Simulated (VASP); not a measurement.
# AlP (F-43m) in VASP: further runs

The runs below take AlP through single point, with PBE.

Program: VASP 6.6.1. These are calculated values, not measurements. Logs are shortened: lines on timing, memory, paths and dates and some standing lists are left out, and cuts for length are marked.

**1. The cell of the first run**

The structure is cubic, space group F-43m (No. 216). Conventional cell: a = 5.705 Å, b = 5.705 Å, c = 5.705 Å, α = 90.00°, β = 90.00°, γ = 90.00°. Within 3.3 Å of Al (site symmetry -43m) lie 4 P at 2.47 Å. Within 3.3 Å of P (site symmetry -43m) lie 4 Al at 2.47 Å.

**2. Single point, PBE**

The input, INCAR:

```
PREC = Accurate
ENCUT = 500
EDIFF = 1E-6
ISMEAR = 0
SIGMA = 0.1
LREAL = F
LASPH = T
NELM = 120
ALGO = Normal
ISIF = 2
LWAVE = F
LCHARG = F
GGA = PE
NBANDS = 11
GGA_COMPAT = F
```

The input, KPOINTS:

```
Automatic mesh
0
Gamma
  6 6 6
```

The input, POSCAR:

```
AlP
1.0
    0.0000000000      2.8524634743      2.8524634743
    2.8524634743      0.0000000000      2.8524634743
    2.8524634743      2.8524634743      0.0000000000
Al P
1 1
Direct
    0.7500000000      0.7500000000      0.7500000000
    0.0000000000      0.0000000000      0.0000000000
```

Potentials or basis: VASP PAW PBE potentials, release 64 (Al, P).

Started as:

```sh
$ cat potpaw_PBE.64/Al/POTCAR potpaw_PBE.64/P/POTCAR > POTCAR
$ mpirun -np 1 vasp_std > vasp.out
```

OUTCAR:

```text
PREC = Accurate
   ENCUT = 500
   EDIFF = 1E-6
   ISMEAR = 0
   LREAL = F
   LASPH = T
   NELM = 120
   ISIF = 2
   GGA = PE

 ion  position               nearest neighbor table
   1  0.750  0.750  0.750-   2 2.47   2 2.47   2 2.47   2 2.47
   2  0.000  0.000  0.000-   1 2.47   1 2.47   1 2.47   1 2.47

  LATTYP: Found a face centered cubic cell.
 ALAT       =     5.7049269486

  Lattice vectors:

 A1 = (   0.0000000000,   2.8524634743,   2.8524634743)
 A2 = (   2.8524634743,   0.0000000000,   2.8524634743)
 A3 = (   2.8524634743,   2.8524634743,   0.0000000000)

Analysis of symmetry for initial positions (statically):
=====================================================================
 Subroutine PRICEL returns:
 Original cell was already a primitive cell.

 Routine SETGRP: Setting up the symmetry group for a
 face centered cubic supercell.

 Subroutine GETGRP returns: Found 24 space group operations
 (whereof 24 operations were pure point group operations)
 out of a pool of 48 trial point group operations.

The static configuration has the point symmetry T_d .

Analysis of symmetry for dynamics (positions and initial velocities):
=====================================================================
 Subroutine PRICEL returns:
 Original cell was already a primitive cell.

 Routine SETGRP: Setting up the symmetry group for a
 face centered cubic supercell.

 Subroutine GETGRP returns: Found 24 space group operations
 (whereof 24 operations were pure point group operations)
 out of a pool of 48 trial point group operations.

The dynamic configuration has the point symmetry T_d .

 Subroutine INISYM returns: Found 24 space group operations
 (whereof 24 operations are pure point group operations),
 and found     1 'primitive' translations

----------------------------------------------------------------------------------------

                                     Primitive cell

  volume of cell :      46.4184

  direct lattice vectors                    reciprocal lattice vectors
     0.000000000  2.852463474  2.852463474    -0.175287082  0.175287082  0.175287082
     2.852463474  0.000000000  2.852463474     0.175287082 -0.175287082  0.175287082
     2.852463474  2.852463474  0.000000000     0.175287082  0.175287082 -0.175287082

  length of vectors
     4.033992532  4.033992532  4.033992532     0.303606133  0.303606133  0.303606133

  position of ions in fractional coordinates (direct lattice)
     0.750000000  0.750000000  0.750000000
     0.000000000  0.000000000  0.000000000

  ion indices of the primitive-cell ions
   primitive index   ion index
                 1           1
                 2           2

----------------------------------------------------------------------------------------

 KPOINTS: Automatic mesh

Automatic generation of k-mesh.
 Grid dimensions read from file:
 generate k-points for:    6    6    6

 Generating k-lattice:

  Cartesian coordinates                     Fractional coordinates (reciprocal lattice)
    -0.029214514  0.029214514  0.029214514     0.166666667  0.000000000  0.000000000
     0.029214514 -0.029214514  0.029214514     0.000000000  0.166666667  0.000000000
     0.029214514  0.029214514 -0.029214514     0.000000000  0.000000000  0.166666667

  Length of vectors
     0.050601022  0.050601022  0.050601022

  Shift w.r.t. Gamma in fractional coordinates (k-lattice)
     0.000000000  0.000000000  0.000000000

 Subroutine IBZKPT returns following result:
 ===========================================

 Found     16 irreducible k-points:

 Following reciprocal coordinates:
            Coordinates               Weight
  0.000000  0.000000  0.000000      1.000000
  0.166667  0.000000  0.000000      8.000000
  0.333333  0.000000  0.000000      8.000000
  0.500000  0.000000  0.000000      4.000000
  0.166667  0.166667  0.000000      6.000000
  0.333333  0.166667  0.000000     24.000000
[... 8 lines left out ...]
 -0.333333  0.333333  0.166667     24.000000
 -0.333333  0.500000  0.166667     12.000000
   k-points           NKPTS =     16   k-points in BZ     NKDIM =     16   number of bands    NBANDS=     11
   number of dos      NEDOS =    301   number of ions     NIONS =      2
   total plane-waves  NPLWV =  27000
   dimension x,y,z NGX =    30 NGY =   30 NGZ =   30
   dimension x,y,z NGXF=    60 NGYF=   60 NGZF=   60
   ions per type =               1   1
   NGX,Y,Z   is equivalent  to a cutoff of  12.36, 12.36, 12.36 a.u.
   NGXF,Y,Z  is equivalent  to a cutoff of  24.73, 24.73, 24.73 a.u.
 SYSTEM =  unknown system
   PREC   = accura    normal or accurate (medium, high low for compatibility)
   ISTART =      0    job   : 0-new  1-cont  2-samecut
   ICHARG =      2    charge: 1-file 2-atom 10-const
   ISPIN  =      1    spin polarized calculation?
   LNONCOLLINEAR =      F non collinear calculations
   LSORBIT =      F    spin-orbit coupling
   LASPH  =      T    aspherical Exc in radial PAW
   ENCUT  =  500.0 eV  36.75 Ry    6.06 a.u.   7.35  7.35  7.35*2*pi/ulx,y,z
   NELM   =    120;   NELMIN=  2; NELMDL= -5     # of ELM steps
   EDIFF  = 0.1E-05   stopping-criterion for ELM
   LREAL  =      F    real-space projection
   EDIFFG = 0.1E-04   stopping-criterion for IOM
   NSW    =      0    number of steps for IOM
   IBRION =     -1    ionic relax: 0-MD 1-quasi-New 2-CG
   NFREE  =      0    steps in history (QN), initial steepest desc. (CG)
   ISIF   =      2    stress and relaxation
   ISYM   =      2    0-nonsym 1-usesym 2-fastsym
   POTIM  = 0.5000    time-step for ionic-motion
   TEBEG  =    0.0;   TEEND  =   0.0 temperature during run
   PSTRESS=    0.0 pullay stress
   NELECT =       8.0000    total number of electrons
   NUPDOWN=      -1.0000    fix difference up-down
   EMIN   =  10.00;   EMAX   =-10.00  energy-range for DOS
   EFERMI =   0.00;   METHOD = LEGACY
   ISMEAR =     0;   SIGMA  =   0.10  broadening in eV -4-tet -1-fermi 0-gaus
   EFERMI_NEDOS =   21; number of points for ismear=-14 and -15
   IALGO  =     38    algorithm
   IMIX   =      4    mixing-type and parameters
     AMIX     =   0.40;   BMIX     =  1.00
     AMIX_MAG =   1.60;   BMIX_MAG =  1.00
  volume/ion in A,a.u.               =      23.21       156.62
  Fermi-wavevector in a.u.,A,eV,Ry     =   0.911048  1.721632 11.292958  0.830009
  Thomas-Fermi vector in A             =   2.035282
   LORBIT       =      0    0 simple, 1 ext, 2 COOP (PROOUT), +10 PAW based schemes
   GGA     = PE    functional components
   LHFCALC =     F    Hartree Fock is set to
   AEXX    =    0.0000 exact exchange contribution
   IVDW    =     0    specifies the selected vdW correction
   LEPSILON=     F    determine dielectric tensor
   LRPA    =     F    only Hartree local field effects (RPA)
 non-spin polarized calculation
 Gauss-broadening in eV      SIGMA  =   0.10
  energy-cutoff  :      500.00
  volume of cell :       46.42
 maximum number of plane-waves:      1243
 NGX is ok and might be reduce to    30
   NGX = 15   NGY = 15   NGZ = 15

 number of electron       7.9999999 magnetization

 Free energy of the ion-electron system (eV)
  ---------------------------------------------------
  ext. energy  EPLUGINS =         0.00000000
  ---------------------------------------------------
  free energy    TOTEN  =       -10.25707936 eV

  energy without entropy =      -10.25707936  energy(sigma->0) =      -10.25707936

 E-fermi :   3.8740     XC(G=0):  -8.7042

 val. band max:        3.4507928000   @ k =   0.0000   0.0000   0.0000
 cond. band min:       5.2574283171   @ k =   0.5000   0.5000   0.0000
 fundamental gap:      1.8066355171
 Fermi energy:         3.8740100762

 k-point     1 :       0.0000    0.0000    0.0000
  band No.  band energies     occupation
      1      -7.3510      2.00000
      2       3.4508      2.00000
      3       3.4508      2.00000
      4       3.4508      2.00000
      5       5.6633      0.00000
      6       7.8184      0.00000
      7       7.8184      0.00000
      8       7.8184      0.00000
      9      12.1237      0.00000
     10      12.1237      0.00000
     11      12.8728      0.00000

 k-point     2 :       0.1667    0.0000    0.0000
  band No.  band energies     occupation
      1      -7.0929      2.00000
      2       1.6547      2.00000
      3       3.2365      2.00000
      4       3.2365      2.00000
      5       6.3864      0.00000
      6       8.2081      0.00000
      7       8.2081      0.00000
      8       8.4930      0.00000
      9      11.5408      0.00000
     10      11.5408      0.00000
     11      13.6794      0.00000

 k-point     3 :       0.3333    0.0000    0.0000
  band No.  band energies     occupation
      1      -6.4373      2.00000
      2      -0.5290      2.00000
      3       2.9010      2.00000
      4       2.9010      2.00000
      5       5.9909      0.00000
      6       8.3616      0.00000
      7       8.3616      0.00000
      8      10.6517      0.00000
      9      12.2934      0.00000
     10      12.2934      0.00000
     11      13.1402      0.00000

 k-point     4 :       0.5000    0.0000    0.0000
  band No.  band energies     occupation
      1      -5.9766      2.00000
      2      -1.5355      2.00000
      3       2.7636      2.00000
      4       2.7636      2.00000
      5       5.7729      0.00000
      6       8.2073      0.00000
      7       8.2073      0.00000
      8      11.3255      0.00000
      9      14.2428      0.00000
     10      14.5539      0.00000
     11      14.5539      0.00000

 k-point     5 :       0.1667    0.1667    0.0000
  band No.  band energies     occupation
      1      -7.0056      2.00000
      2       1.7227      2.00000
      3       2.8089      2.00000
      4       2.8089      2.00000
      5       6.9048      0.00000
      6       7.3040      0.00000
      7       8.9591      0.00000
      8       8.9591      0.00000
      9      10.3927      0.00000
     10      12.6046      0.00000
     11      14.5253      0.00000
[... 99 lines left out ...]
 k-point    13 :       0.5000    0.5000    0.0000
  band No.  band energies     occupation
      1      -5.4400      2.00000
      2      -1.4444      2.00000
      3       1.6064      2.00000
      4       1.6064      2.00000
      5       5.2574      0.00000
      6       5.9246      0.00000
      7      13.4080      0.00000
      8      13.4080      0.00000
      9      14.1378      0.00000
     10      15.0417      0.00000
     11      15.0417      0.00000

 k-point    14 :       0.5000    0.3333    0.1667
  band No.  band energies     occupation
      1      -5.9272      2.00000
      2      -0.6988      2.00000
      3       1.1318      2.00000
      4       2.0735      2.00000
      5       7.2274      0.00000
      6       7.9213      0.00000
      7       8.6680      0.00000
      8      11.0914      0.00000
      9      12.1849      0.00000
     10      14.1346      0.00000
     11      15.8717      0.00000

 k-point    15 :      -0.3333    0.3333    0.1667
  band No.  band energies     occupation
      1      -5.5738      2.00000
      2      -1.1627      2.00000
      3       0.7294      2.00000
      4       1.7461      2.00000
      5       7.4054      0.00000
      6       8.1088      0.00000
      7       9.7912      0.00000
      8      10.8045      0.00000
      9      11.6282      0.00000
     10      14.5894      0.00000
     11      15.4631      0.00000

 k-point    16 :      -0.3333    0.5000    0.1667
  band No.  band energies     occupation
      1      -5.4159      2.00000
      2      -1.2412      2.00000
      3       0.9490      2.00000
      4       1.1623      2.00000
      5       6.7940      0.00000
      6       7.5315      0.00000
      7      10.5622      0.00000
      8      10.9074      0.00000
      9      13.6838      0.00000
     10      14.6879      0.00000
     11      15.7549      0.00000

------------------------ aborting loop because EDIFF is reached ----------------------------------------

  FORCE on cell =-STRESS in cart. coord.  units (eV):
  Direction    XX          YY          ZZ          XY          YZ          ZX
  --------------------------------------------------------------------------------------
  -------------------------------------------------------------------------------------
  Total       -2.0377328     -2.0377328     -2.0377328      0.0000000      0.0000000     -0.0000000
  in kB      -70.3343615    -70.3343615    -70.3343615      0.0000000      0.0000000     -0.0000000
  external PRESSURE =     -70.3343615 kB  Pullay stress =       0.0000000 kB

 VOLUME and BASIS-vectors are now :
 -----------------------------------------------------------------------------
  energy-cutoff  :      500.00
  volume of cell :       46.42
      direct lattice vectors                 reciprocal lattice vectors
     0.000000000  2.852463474  2.852463474    -0.175287082  0.175287082  0.175287082
     2.852463474  0.000000000  2.852463474     0.175287082 -0.175287082  0.175287082
     2.852463474  2.852463474  0.000000000     0.175287082  0.175287082 -0.175287082

 POSITION                                       TOTAL-FORCE (eV/Angst)
 -----------------------------------------------------------------------------------
      4.27870      4.27870      4.27870        -0.000000     -0.000000     -0.000000
      0.00000      0.00000      0.00000         0.000000      0.000000      0.000000
 -----------------------------------------------------------------------------------
    total drift:                               -0.000000     -0.000000     -0.000000

  FREE ENERGIE OF THE ION-ELECTRON SYSTEM (eV)
  ---------------------------------------------------
  free  energy   TOTEN  =       -10.2570793631 eV

  energy  without entropy=      -10.2570793631  energy(sigma->0) =      -10.25707936
```

Wall time 9.1 s (1 thread of Intel Xeon Platinum 8375C at 2.90GHz (Ice Lake), shared host); peak memory 0.16 GiB.

Results:

```
Free energy            : -10.2571 eV
Pressure               : -7.0 GPa
Band gap on the k mesh : 1.81 eV, indirect (least direct gap 2.21 eV)
```

Levels at points of the mesh, in eV from the valence-band top:
| k point | band 1 | band 2 | band 3 | band 4 | band 5 | band 6 | band 7 | band 8 |
| --- | --- | --- | --- | --- | --- | --- | --- | --- |
| (0.00, 0.00, 0.00) | -10.80 | 0.00 | 0.00 | 0.00 | 2.21 | 4.37 | 4.37 | 4.37 |
| (0.50, 0.00, 0.00) | -9.43 | -4.99 | -0.69 | -0.69 | 2.32 | 4.76 | 4.76 | 7.87 |
| (0.50, 0.50, 0.00) | -8.89 | -4.90 | -1.84 | -1.84 | 1.81 | 2.47 | 9.96 | 9.96 |

**3. Single point, PBE**

This run uses another cell than the first one, of 20.89 Å³/atom, 0.900 times its volume.

The input, INCAR:

```
SYSTEM = AlP
ALGO = Normal
EDIFF = 1E-6
ENCUT = 500
GGA = PE
GGA_COMPAT = .FALSE.
ISIF = 2
ISMEAR = 0
LASPH = .TRUE.
LCHARG = .TRUE.
LELF = .TRUE.
LREAL = .FALSE.
LVHAR = .TRUE.
LWAVE = .FALSE.
NBANDS = 11
NELM = 120
PREC = Accurate
SIGMA = 0.02
```

The input, KPOINTS:

```
k-points
0
G
  8 8 8
  0 0 0
```

The input, POSCAR:

```
AlP
1.0
    0.0000000000      2.7541630800      2.7541630800
    2.7541630800      0.0000000000      2.7541630800
    2.7541630800      2.7541630800      0.0000000000
Al P
1 1
Direct
    0.7500000000      0.7500000000      0.7500000000
    0.0000000000      0.0000000000      0.0000000000
```

Potentials or basis: VASP PAW PBE potentials, release 64 (Al, P).

Started as:

```sh
$ cat potpaw_PBE.64/Al/POTCAR potpaw_PBE.64/P/POTCAR > POTCAR
$ mpirun -np 1 vasp_std > vasp.out
```

It took 9.4 s on 1 thread of Intel Xeon Platinum 8375C at 2.90GHz (Ice Lake), shared host; peak memory 0.15 GiB.

It converged, with:

```
Free energy            : -10.3768 eV
Pressure               : -0.1 GPa
Band gap on the k mesh : 1.63 eV, indirect (least direct gap 3.08 eV)
```

Levels at points of the mesh, in eV from the valence-band top:
```csv
k point,band 2,band 3,band 4,band 5,band 6,band 7
"(0.00, 0.00, 0.00)",0.00,0.00,0.00,3.08,4.52,4.52
"(0.50, 0.00, 0.00)",-5.41,-0.75,-0.75,2.72,4.81,4.81
"(0.50, 0.50, 0.00)",-5.22,-2.05,-2.05,1.63,2.47,10.84
```
